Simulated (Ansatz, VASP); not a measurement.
**One calculation of SnH, two programs**

```xyz
2
Lattice="3.1322 0.0000 0.0000 0.0000 3.1322 0.0000 0.0000 0.0000 3.1322" Properties=species:S:1:pos:R:3 pbc="T T T"
Sn    0.0000    0.0000    0.0000
H     1.5661    1.5661    1.5661
```

Alike in both runs: functional PBE; k mesh 18 × 18 × 18; occupations gaussian, width 0.1 eV; no spin polarisation.

Ansatz relaxed the structure, and its values are those at the end. VASP's run is a single point on that final structure, the one shown.

|  | VASP | Ansatz |
| --- | --- | --- |
| version | VASP 6.6.1 | Ansatz 0.2.0 |
| potentials or method | VASP PAW PBE potentials, release 64 (Sn_d, H), cutoff 520 eV | scalar-relativistic, plane waves, PAW |
| valence electrons in the cell | 15 | 15 |

```tsv
	VASP	Ansatz	Ansatz less VASP
gap on the k mesh at the Fermi level (eV)	none	none	-
pressure (GPa)	-0.1	0.0	+0.09
```

A gap of «none» marks a metal or a gap that the smearing closes. With one functional, cell and mesh, what is left measures potentials, basis and numerics.
